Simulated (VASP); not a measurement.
Here is a VASP 6.6.1 calculation.

INCAR

```
SYSTEM = Ti5C4
  PREC = Accurate
  ENCUT = 520
  EDIFF = 1E-7
  ISMEAR = 0
  SIGMA = 0.1
  LREAL = .FALSE.
  LASPH = .TRUE.
  NELM = 80
  ALGO = Normal
  ISIF = 2
  LWAVE = .FALSE.
  LCHARG = .FALSE.
  LDIPOL = .TRUE.
  IDIPOL = 3
  DIPOL = 0.5 0.5 0.500
  GGA = PE
  NBANDS = 48
```

File KPOINTS:

```
regular mesh
0
G
  12 12 1
  0 0 0
```

The input POSCAR:

```
Ti5C4
1.0
    3.0638392697      0.0000000000      0.0000000000
   -1.5319196349      2.6533626407      0.0000000000
    0.0000000000      0.0000000000     25.0064571530
Ti C
5 4
Direct
    0.6666666667      0.3333333333      0.3065103218
    0.3333333333      0.6666666667      0.4029178553
    0.0000000000      0.0000000000      0.4999999946
    0.6666666667      0.3333333333      0.5970821495
    0.3333333333      0.6666666667      0.6934896859
    0.0000000000      0.0000000000      0.3470196443
    0.6666666667      0.3333333333      0.4497714168
    0.3333333333      0.6666666667      0.5502285781
    0.0000000000      0.0000000000      0.6529803537
```

Potentials or basis: VASP PAW PBE potentials, release 64 (Ti_sv, C).

Command:

```console
$ cat potpaw_PBE.64/Ti_sv/POTCAR potpaw_PBE.64/C/POTCAR > POTCAR
$ mpirun -np 1 vasp_std > vasp.out
```

(1) Estimate the largest force.

(2) What does it give for the band gap on the k mesh?

Answers

(1) 0.018 eV/Å.

(2) zero (bands 38 and 39 overlap by 0.50 eV).
